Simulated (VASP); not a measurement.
# HfO2 (P6/mmm) in VASP: further runs, part 2 of 2

VASP 6.6.1.

## 5. Single point, PBE+D3(BJ)

This run uses another cell than the first one, of 10.90 Å³/atom, 1.096 times its volume.

Input file INCAR:

```
SYSTEM = HfO2
PREC = Accurate
ENCUT = 600
EDIFF = 1E-6
ISMEAR = 0
SIGMA = 0.02
LREAL = .False.
LASPH = .True.
NELM = 120
ALGO = Normal
ISIF = 2
LWAVE = .False.
LCHARG = .False.
GGA = PE
IVDW = 12
NBANDS = 18
GGA_COMPAT = .False.
```

Input file KPOINTS:

```
regular mesh
0
Gamma
  7 7 5
  0 0 0
```

Input file POSCAR:

```
HfO2
1.0
    3.2500000000      0.0000000000      0.0000000000
   -1.6250000000      2.8145825623      0.0000000000
    0.0000000000      0.0000000000      3.5750000000
Hf O
1 2
Direct
    0.0000000000      0.0000000000      0.0000000000
    0.3333333333      0.6666666667      0.5000000000
    0.6666666667      0.3333333333      0.5000000000
```

Potentials or basis: VASP PAW PBE potentials, release 64 (Hf_pv, O).

Run with:

```console
$ cat potpaw_PBE.64/Hf_pv/POTCAR potpaw_PBE.64/O/POTCAR > POTCAR
$ mpirun -np 1 vasp_std > vasp.out
```

OUTCAR:

```text
SYSTEM = HfO2
   PREC = Accurate
   ENCUT = 600
   EDIFF = 1E-6
   ISMEAR = 0
   LREAL = .False.
   LASPH = .True.
   NELM = 120
   ISIF = 2
   GGA = PE
   IVDW = 12
 IVDW          = 12

 ion  position               nearest neighbor table
   1  0.000  0.000  0.000-   2 2.59   3 2.59   2 2.59   3 2.59   3 2.59   3 2.59   2 2.59   2 2.59
                             3 2.59   3 2.59   2 2.59   2 2.59
   2  0.333  0.667  0.500-   3 1.88   3 1.88   3 1.88   1 2.59   1 2.59   1 2.59   1 2.59   1 2.59
                             1 2.59
   3  0.667  0.333  0.500-   2 1.88   2 1.88   2 1.88   1 2.59   1 2.59   1 2.59   1 2.59   1 2.59
                             1 2.59

  LATTYP: Found a hexagonal cell.
 ALAT       =     3.2500000000
 C/A-ratio  =     1.1000000000

  Lattice vectors:

 A1 = (   3.2500000000,   0.0000000000,   0.0000000000)
 A2 = (  -1.6250000000,   2.8145825623,   0.0000000000)
 A3 = (   0.0000000000,   0.0000000000,   3.5750000000)

Analysis of symmetry for initial positions (statically):
=====================================================================
 Subroutine PRICEL returns:
 Original cell was already a primitive cell.

 Routine SETGRP: Setting up the symmetry group for a
 hexagonal supercell.

 Subroutine GETGRP returns: Found 24 space group operations
 (whereof 24 operations were pure point group operations)
 out of a pool of 24 trial point group operations.

The static configuration has the point symmetry D_6h.

Analysis of symmetry for dynamics (positions and initial velocities):
=====================================================================
 Subroutine PRICEL returns:
 Original cell was already a primitive cell.

 Routine SETGRP: Setting up the symmetry group for a
 hexagonal supercell.

 Subroutine GETGRP returns: Found 24 space group operations
 (whereof 24 operations were pure point group operations)
 out of a pool of 24 trial point group operations.

The dynamic configuration has the point symmetry D_6h.

 Subroutine INISYM returns: Found 24 space group operations
[... 117 lines left out ...]
     AMIX     =   0.40;   BMIX     =  1.00
     AMIX_MAG =   1.60;   BMIX_MAG =  1.00
  volume/ion in A,a.u.               =      10.90        73.56
  Fermi-wavevector in a.u.,A,eV,Ry     =   1.434469  2.710754 27.996738  2.057702
  Thomas-Fermi vector in A             =   2.553874
   LORBIT       =      0    0 simple, 1 ext, 2 COOP (PROOUT), +10 PAW based schemes
   GGA     = PE    functional components
   LHFCALC =     F    Hartree Fock is set to
   AEXX    =    0.0000 exact exchange contribution
   IVDW    =    12    specifies the selected vdW correction
   LEPSILON=     F    determine dielectric tensor
   LRPA    =     F    only Hartree local field effects (RPA)
 non-spin polarized calculation
 Gauss-broadening in eV      SIGMA  =   0.02
  energy-cutoff  :      600.00
  volume of cell :       32.70
 maximum number of plane-waves:      1119
 NGX is ok and might be reduce to    28
   NGX = 13   NGY = 13   NGZ = 15

 number of electron      22.0000001 magnetization

 Free energy of the ion-electron system (eV)
  ---------------------------------------------------
  ext. energy  EPLUGINS =         0.00000000
  ---------------------------------------------------
  free energy    TOTEN  =       -20.51890223 eV

  energy without entropy =      -20.51868983  energy(sigma->0) =      -20.51879603

 E-fermi :   7.0948     XC(G=0): -12.2605

 val. band max:        6.8153467982   @ k =   0.2857   0.2857   0.0000
 cond. band min:       7.1143310136   @ k =   0.2857   0.1429   0.0000
 fundamental gap:      0.2989842154
 Fermi energy:         7.0947725231

 k-point     1 :       0.0000    0.0000    0.0000
  band No.  band energies     occupation
      1     -25.4046      2.00000
      2     -25.2279      2.00000
      3     -25.2279      2.00000
      4     -15.5368      2.00000
      5      -8.4180      2.00000
      6       0.1742      2.00000
[... 481 lines left out ...]
      5     -12.0333      2.00000
      6      -1.5968      2.00000
[... 10 lines left out ...]
     17      12.2054      0.00000
     18      15.7425      0.00000

------------------------ aborting loop because EDIFF is reached ----------------------------------------

 Edisp (eV)   -0.71597

 E8    (eV) :    -0.3137

  FORCE on cell =-STRESS in cart. coord.  units (eV):
  Direction    XX          YY          ZZ          XY          YZ          ZX
  --------------------------------------------------------------------------------------
  -------------------------------------------------------------------------------------
  Total       7.28442     7.28442   -11.08348     0.00000     0.00000     0.00000
  in kB     356.88820   356.88820  -543.01699     0.00000     0.00000     0.00000
  external pressure =       56.92 kB  Pullay stress =        0.00 kB

 VOLUME and BASIS-vectors are now :
 -----------------------------------------------------------------------------
  energy-cutoff  :      600.00
  volume of cell :       32.70
      direct lattice vectors                 reciprocal lattice vectors
     3.250000000  0.000000000  0.000000000     0.307692308  0.177646237  0.000000000
    -1.625000000  2.814582562  0.000000000     0.000000000  0.355292473  0.000000000
     0.000000000  0.000000000  3.575000000     0.000000000  0.000000000  0.279720280

 POSITION                                       TOTAL-FORCE (eV/Angst)
 -----------------------------------------------------------------------------------
      0.00000      0.00000      0.00000        -0.000000      0.000000      0.000000
     -0.00000      1.87639      1.78750         0.000000     -0.000000      0.000000
      1.62500      0.93819      1.78750        -0.000000      0.000000      0.000000
 -----------------------------------------------------------------------------------
    total drift:                               -0.000000      0.000000     -0.000000

  FREE ENERGIE OF THE ION-ELECTRON SYSTEM (eV)
  ---------------------------------------------------
  free  energy   TOTEN  =       -21.2348712478 eV

  energy  without entropy=      -21.2346588556  energy(sigma->0) =      -21.23476505
```

OSZICAR:

```text
N       E                     dE             d eps       ncg     rms          rms(c)
DAV:   1     0.104789432621E+03    0.10479E+03   -0.13636E+04   864   0.136E+03
DAV:   2    -0.208102017820E+02   -0.12560E+03   -0.12137E+03  1164   0.297E+02
DAV:   3    -0.258997561985E+02   -0.50896E+01   -0.50629E+01   952   0.514E+01
DAV:   4    -0.259287322587E+02   -0.28976E-01   -0.28963E-01  1004   0.431E+00
DAV:   5    -0.259289249783E+02   -0.19272E-03   -0.19270E-03   950   0.315E-01    0.231E+01
DAV:   6    -0.248862971939E+02    0.10426E+01   -0.10894E+02   896   0.341E+01    0.385E+01
DAV:   7    -0.206306297017E+02    0.42557E+01   -0.19627E+01   892   0.179E+01    0.200E+01
DAV:   8    -0.207252106449E+02   -0.94581E-01   -0.20881E+00   908   0.929E+00    0.438E+00
DAV:   9    -0.205338163124E+02    0.19139E+00   -0.53050E-01   906   0.317E+00    0.885E-01
DAV:  10    -0.205207717879E+02    0.13045E-01   -0.35796E-02   938   0.113E+00    0.109E+00
DAV:  11    -0.205193004078E+02    0.14714E-02   -0.21895E-03   988   0.292E-01    0.169E-01
DAV:  12    -0.205189154644E+02    0.38494E-03   -0.11779E-03   926   0.193E-01    0.444E-01
DAV:  13    -0.205189049607E+02    0.10504E-04   -0.10008E-04  1010   0.642E-02    0.598E-02
DAV:  14    -0.205189031781E+02    0.17826E-05   -0.64894E-06   940   0.196E-02    0.923E-03
DAV:  15    -0.205189022270E+02    0.95106E-06   -0.22097E-06   688   0.914E-03
   1 F= -.21234871E+02 E0= -.21234765E+02  d E =-.212392E-03
```

Run time: 10 s. Hardware: 1 thread of Intel Xeon 6975P-C (Granite Rapids), shared host; peak memory 0.18 GiB.

What came out:

```yaml
Free_energy: -21.2349 eV
Pressure: 5.7 GPa
Band_gap_on_the_k_mesh: zero (band 11 reaches 8.61 eV, above the bottom of band 12 at 5.16 eV)
Dispersion_energy_per_atom: -0.239 eV
```

Stress tensor (GPa, compression positive):
```
 35.69   0.00   0.00
  0.00  35.69   0.00
  0.00   0.00 -54.30
```

Caveat: three body term missing; spin-orbit coupling is left out, which moves the levels of the heavy elements; pairwise dispersion overbinds metals, which lowers pressure and volume.

## 6. Overview

```csv
cell,gap on the mesh (eV),pressure (GPa)
"a = 3.584, b = 3.584, c = 2.683 Å, angles 90.0, 90.0, 120.0°, 3 atoms",none,-3.8
"a = 3.560, b = 3.560, c = 2.662 Å, angles 90.0, 90.0, 120.0°, 3 atoms",none,1.0
"a = 3.250, b = 3.250, c = 3.575 Å, angles 90.0, 90.0, 120.0°, 3 atoms",none,5.7
```

Alike in all rows: task single point; level PBE+D3(BJ); potentials or basis VASP PAW PBE potentials, release 64 (Hf_pv, O); no spin polarisation; k mesh 7 × 7 × 5; cutoff (eV) 600; smearing gaussian 0.02 eV.

Caveats: some runs use coarse meshes; three body term missing; spin-orbit coupling is left out, which moves the levels of the heavy elements; pairwise dispersion overbinds metals, which lowers pressure and volume.

Absolute energies hang on the potentials; compare differences alone.
